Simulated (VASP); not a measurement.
Write the native input for VASP 6.6.1 that does the following.

| Property | Result |
| --- | --- |
| Task | single point |
| Functional | PBEsol |
| Potentials or basis | VASP PAW PBE potentials, release 64 (K_sv, Br) |
| Cutoff | 520 eV |
| k mesh | 6 × 6 × 2 |
| Occupations | gaussian, width 0.02 eV |
| Spin | no spin polarisation |
| Dipole correction | no |
| Further INCAR settings | ALGO = Normal; EDIFF = 1e-07; NBANDS = 51 |

The structure of KBr lies in POSCAR:

```
KBr
1.0
    4.5722730812      0.0000000000      0.0000000000
   -2.2861365406      3.9597046414      0.0000000000
    0.0000000000      0.0000000000     19.4720103323
K Br
5 5
Direct
    0.0000000000      0.0000000000      0.0023841550
    0.3333333333      0.6666666667      0.2031898784
    0.6666666667      0.3333333333      0.4000000000
    0.0000000000      0.0000000000      0.5968101216
    0.3333333333      0.6666666667      0.7976158450
    0.6666666667      0.3333333333      0.1044749464
    0.0000000000      0.0000000000      0.3016042673
    0.3333333333      0.6666666667      0.4983957327
    0.6666666667      0.3333333333      0.6955250536
    0.6666666667      0.3333333333      0.9000000000
```

The input as run:

INCAR

```
SYSTEM = KBr
PREC = Accurate ; ENCUT = 520
EDIFF = 1E-7 ; ISMEAR = 0
SIGMA = 0.02 ; LREAL = .FALSE.
LASPH = .TRUE. ; NELM = 60
ALGO = Normal ; ISIF = 2
LWAVE = .FALSE. ; LCHARG = .TRUE.
GGA = PS ; LELF = .TRUE.
LVHAR = .TRUE. ; NBANDS = 51
```

KPOINTS

```
regular mesh
0
G
  6 6 2
  0 0 0
```

Potentials or basis: VASP PAW PBE potentials, release 64 (K_sv, Br).

Launch:

```console
$ cat potpaw_PBE.64/K_sv/POTCAR potpaw_PBE.64/Br/POTCAR > POTCAR
$ mpirun -np 1 vasp_std > vasp.out
```

Results of the run:

| Quantity | Value |
| --- | --- |
| Pressure | 0.0 GPa |
| Band gap on the k mesh | 4.16 eV |

Caveat: the PAW data sets were made with another functional, which shifts forces and pressure a little.

It took 10 min on 1 thread of Intel Xeon 8259CL, on a shared host, peak memory 0.56 GiB.
